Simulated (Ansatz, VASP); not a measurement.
# Two plane-wave programs on MgO

```
Mg O
1.0
     3.37065    0.00000    0.00000
    -1.68533    2.91907    0.00000
     0.00000    0.00000    5.20708
Mg O
2 2
Direct
  0.33333 0.66667 0.00632
  0.66667 0.33333 0.50632
  0.33333 0.66667 0.39828
  0.66667 0.33333 0.89828
```

Change from the starting cell: mode 11 frozen in at +0.000 Å, equal normal strain along x, y and z +0.0167.

Alike in both runs: task single point; functional PBE; k mesh 9 × 9 × 6; occupations gaussian, width 0.05 eV; no spin polarisation.

|  | VASP | Ansatz |
| --- | --- | --- |
| version | VASP 6.6.1 | Ansatz 0.2.0 |
| potentials or method | VASP PAW PBE potentials, release 64 (Mg, O), cutoff 520 eV | scalar-relativistic, plane waves, PAW |
| valence electrons in the cell | 16 | 32 |

Ansatz gave:

| Quantity | Value |
| --- | --- |
| gap on the k mesh at the Fermi level (eV) | 3.15 |
| least direct gap on the mesh (eV) | 3.15 |
| pressure (GPa) | -5.2 |
| traceless stress, the component that is largest in VASP (GPa) | 0.38 |
| rms of the force components (eV/Å) | 0.017 |

Which values does VASP return?

gap on the k mesh at the Fermi level (eV): 3.13; least direct gap on the mesh (eV): 3.13; pressure (GPa): -5.6; traceless stress, the component that is largest in VASP (GPa): 0.41; rms of the force components (eV/Å): 0.018.

Atom by atom the forces differ by 0.001 eV/Å (rms over components). VASP's potentials hold 16 valence electrons a cell and Ansatz's 32, so a difference there can come from the potentials and not from the codes.
